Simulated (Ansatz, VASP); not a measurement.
**One calculation of NbTe, two programs**

```
CELL_PARAMETERS angstrom
3.70297 0.00000 0.00000
-1.85149 3.20687 0.00000
0.00000 0.00000 3.69421
ATOMIC_POSITIONS crystal
Te 0.66667 0.33333 0.00000
Nb 0.00000 0.00000 0.50000
```

Alike in both runs: task single point; functional PBE; k mesh 8 × 8 × 7; occupations gaussian, width 0.026 eV; no spin polarisation.

```csv
,VASP,Ansatz
version,VASP 6.6.1,Ansatz 0.2.0
potentials or method,"VASP PAW PBE potentials, release 64 (Te, Nb_sv)",Ansatz PAW
plane-wave cutoff (eV),520,420
valence electrons in the cell,19,29
```

Ansatz gave:

```
gap on the k mesh at the Fermi level (eV)                     : none
pressure (GPa)                                                : -0.6
traceless stress, the component that is largest in VASP (GPa) : 0.77
```

Estimate VASP's values.

gap on the k mesh at the Fermi level (eV): none; pressure (GPa): -0.8; traceless stress, the component that is largest in VASP (GPa): 0.72.

A gap of «none» marks a metal or a gap that the smearing closes. VASP's potentials hold 19 valence electrons a cell and Ansatz's 29, so a difference there can come from the potentials and not from the codes.

Spin-orbit coupling is off throughout.
